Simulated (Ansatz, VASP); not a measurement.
## Si in VASP and in Ansatz

```xyz
1
Lattice="0.0000 1.9581 1.9581 1.9581 0.0000 1.9581 1.9581 1.9581 0.0000" Properties=species:S:1:pos:R:3 pbc="T T T"
Si    0.0000    0.0000    0.0000
```

Alike in both runs: task relaxation of cell and atoms; functional LDA; k mesh 14 × 14 × 14; occupations fermi-dirac, width 0.1 eV; no spin polarisation.

```csv
,VASP,Ansatz
version,VASP 6.6.1,Ansatz 0.2.0
potentials or method,"VASP PAW LDA potentials, release 64 (Si), cutoff 600 eV","plane waves (420 eV) with PAW, scalar-relativistic"
valence electrons in the cell,4,4
```

```tsv
	VASP	Ansatz	Ansatz less VASP
relaxed volume (Å³/atom)	13.88	13.88	-0.005
relaxed cell length with the largest relative difference (Å)	2.698	2.698	-0.0003
```

Ansatz warns that its potentials were made for another functional, while VASP's fit it. LDA's correlation is that of Perdew and Zunger in VASP and of Perdew and Wang (1992) in Ansatz.
